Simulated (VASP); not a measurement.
A run of VASP 6.6.1 is set up as follows.

The input INCAR:

```
SYSTEM = Li4NbO4
PREC = Accurate
ENCUT = 520
EDIFF = 1E-6
ISMEAR = 0
SIGMA = 0.05
LREAL = .FALSE.
LASPH = .TRUE.
NELM = 60
ALGO = Normal
ISIF = 2
LWAVE = .FALSE.
LCHARG = .FALSE.
GGA = PS
NBANDS = 34
```

File KPOINTS:

```
Automatic mesh
0
G
  10 10 10
  0 0 0
```

File POSCAR:

```
Li4NbO4
1.0
   -3.8119495391      3.8119495391      1.6301049253
    3.8119495391     -3.8119495391      1.6301049253
    3.8119495391      3.8119495391     -1.6301049253
Li Nb O
4 1 4
Direct
    0.2279101365      0.0776443859      0.3055545224
    0.8426719780      0.3341549847      0.1768269627
    0.1573280220      0.6658450153      0.8231730373
    0.6658450153      0.8426719780      0.5085169933
    0.0000000000      0.0000000000      0.0000000000
    0.7589255465      0.0797104317      0.8386359782
    0.9202895683      0.7589255465      0.6792151148
    0.0797104317      0.2410744535      0.3207848852
    0.2410744535      0.9202895683      0.1613640218
```

Potentials or basis: VASP PAW PBE potentials, release 64 (Li_sv, Nb_sv, O).

The run is started by

```bash
$ cat potpaw_PBE.64/Li_sv/POTCAR potpaw_PBE.64/Nb_sv/POTCAR potpaw_PBE.64/O/POTCAR > POTCAR
$ mpirun -np 1 vasp_std > vasp.out
```

(1) Estimate the largest force.

(2) Estimate the band gap on the k mesh.

Answers

(1) 26.315 eV/Å.

(2) zero (an odd number of electrons rules out a gap without spin polarisation).

Caveat: the cell differs from its parent crystal (atom 1 (Li) moved by -0.608 Å along [1 0 0] and +0.810 Å along [0 1 0]); atoms lie so close that the PAW spheres overlap strongly, which falsifies energies and pressures; the PAW data sets were made with another functional, which shifts forces and pressure a little; an odd number of electrons without spin polarisation forces a metal; a magnetic or distorted state may lie lower.
